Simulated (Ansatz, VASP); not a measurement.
# CsI in VASP and in Ansatz

```
CELL_PARAMETERS angstrom
4.41921 0.00000 0.00000
0.00000 4.41921 0.00000
0.00000 0.00000 4.41921
ATOMIC_POSITIONS crystal
Cs 0.00000 0.00000 0.00000
I 0.50000 0.50000 0.50000
```

Alike in both runs: functional PBE; k mesh 6 × 6 × 6; occupations fermi-dirac, width 0.03 eV; no spin polarisation.

Ansatz relaxed the structure, and its values are those at the end. VASP's run is a single point on that final structure, the one shown.

|  | VASP | Ansatz |
| --- | --- | --- |
| version | VASP 6.6.1 | Ansatz 0.2.0 |
| potentials or method | VASP PAW PBE potentials, release 64 (Cs_sv, I) | PAW with Ansatz's default frozen-core files, scalar-relativistic |
| plane-wave cutoff (eV) | 500 | 420 |
| valence electrons in the cell | 16 | 26 |

Ansatz gave:

| Item | Value |
| --- | --- |
| gap on the k mesh at the Fermi level (eV) | 4.03 |
| pressure (GPa) | 2.4 |

Problem. Which values does VASP return?

Solution. gap on the k mesh at the Fermi level (eV): 4.01; pressure (GPa): 2.5.

VASP's potentials hold 16 valence electrons a cell and Ansatz's 26, so a difference there can come from the potentials and not from the codes. Ansatz's warnings: stress scf threshold loose.

Neither program's run includes spin-orbit coupling.
